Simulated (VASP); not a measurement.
# Ga3Se: single point with PBEsol

Crystal: Ga3Se.

```
Ga Se
1.0
     4.43246    0.00000    0.00000
     0.00000    4.43246    0.00000
     0.00000    0.00000    4.43246
Ga Se
3 1
Cartesian
  0.0000 2.2162 2.2162
  2.2162 0.0000 2.2162
  2.2162 2.2162 0.0000
  0.0000 0.0000 0.0000
```

- Program: VASP 6.6.1
- Task: single point
- Functional: PBEsol
- Potentials or basis: VASP PAW PBE potentials, release 64 (Ga_d, Se)
- Cutoff: 520 eV
- k mesh: 16 × 16 × 16
- Occupations: gaussian, width 0.1 eV
- Spin: no spin polarisation
- Dipole correction: no
- Further INCAR settings: ALGO = Normal; EDIFF = 1e-06; NBANDS = 30

```yaml
Pressure: -3.6 GPa
```

Levels at points of the mesh, in eV from the Fermi level:
```tsv
k point	band 20	band 21	band 22	band 23	band 24	band 25	band 26	band 27
(0.00, 0.00, 0.00)	-3.74	-2.85	-2.85	1.60	1.60	1.60	4.38	4.38
(0.50, 0.00, 0.00)	-2.80	-2.17	-1.05	-0.27	-0.27	1.14	3.98	4.16
(0.50, 0.50, 0.00)	-2.17	-0.82	-0.71	-0.71	1.36	1.64	1.64	1.86
(0.50, 0.50, 0.50)	-4.89	-4.89	-4.89	-3.49	3.95	3.95	3.95	8.52
```

It used 880 s of CPU time on 1 thread of AMD EPYC 7R13 Processor (Zen 3), with other jobs on the host.

Caveat: the PAW data sets were made with another functional, which shifts forces and pressure a little.
